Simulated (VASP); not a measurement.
A run of VASP 6.6.1:

File INCAR:

```
ALGO     = Normal         # electronic algorithm
EDIFF    = 1E-6           # SCF threshold, eV
ENCUT    = 520            # plane-wave cutoff, eV
GGA      = PE             # functional
ISIF     = 2              # what is computed and relaxed
ISMEAR   = -1             # smearing method
LASPH    = T              # aspherical terms in the spheres
LCHARG   = F              # write CHGCAR
LREAL    = Auto         
LWAVE    = F              # write WAVECAR
NBANDS   = 86             # bands
NELM     = 100            # most SCF steps
PREC     = Accurate       # precision mode
SIGMA    = 0.01           # smearing width, eV
```

Contents of KPOINTS:

```
Automatic mesh
0
Gamma
  1 1 1
  0.25 0.25 0.25
```

Contents of POSCAR:

```
Si12CN16
1.0
    7.6633883300      0.0000000000      0.0000000000
   -3.8316941700      6.6366889800      0.0000000000
    0.0000000000      0.0000000000      5.8522780000
Si N C
12 16 1
Direct
    0.2341434373      0.8242998906      0.3781775234
    0.4073304644      0.2276333884      0.1306950900
    0.8269957188      0.5915974083      0.1282625330
    0.1779175420      0.4072997858      0.3779861449
    0.5919987603      0.7619092917      0.3738528826
    0.7713482267      0.1763846405      0.1317509182
    0.2305689061      0.8151355316      0.8772281494
    0.4041472030      0.2273244994      0.6320376441
    0.8257837130      0.5929696287      0.6277292364
    0.1523216548      0.3640812470      0.8851601035
    0.5805324707      0.7448923725      0.8717856534
    0.7593346859      0.1710920918      0.6097206934
    0.3340983825      0.6648395025      0.3763508842
    0.6668269285      0.3299012515      0.1319715160
    0.9706000757      0.6707519387      0.3792183146
    0.3027932274      0.9660103132      0.1255798170
    0.6701558189      0.6964147354      0.1249375030
    0.3255740633      0.2925968063      0.3806707405
    0.0278434419      0.3398932821      0.1425255260
    0.6911604280      0.0220001269      0.3694682652
    0.3247045846      0.6515126764      0.8751525474
    0.6645399072      0.3300418336      0.6275359783
    0.9675172152      0.6654735537      0.8776946345
    0.3089791999      0.9668411492      0.6309262820
    0.6594103597      0.6851375759      0.6214004188
    0.3527885518      0.3143572053      0.8828177677
    0.0230587333      0.3344387550      0.6210533744
    0.7380362406      0.0340933560      0.8688450890
   -0.0380868658      0.0893115531     -0.2168883638
```

Potentials or basis: VASP PAW PBE potentials, release 64 (Si, N, C).

The run is started by

```sh
$ cat potpaw_PBE.64/Si/POTCAR potpaw_PBE.64/N/POTCAR potpaw_PBE.64/C/POTCAR > POTCAR
$ mpirun -np 1 vasp_std > vasp.out
```

Hardware: 1 thread of Intel(R) Xeon(R) Platinum 8259CL CPU @ 2.50GHz (Skylake/Cascade Lake) (shared host).

**Question.** Estimate the wall time of this run.

**Answer.** It took 5.2 min on 1 thread of Intel(R) Xeon(R) Platinum 8259CL CPU @ 2.50GHz (Skylake/Cascade Lake), on a shared host, peak memory 0.46 GiB. Counts: scf iterations 17, k points 6.
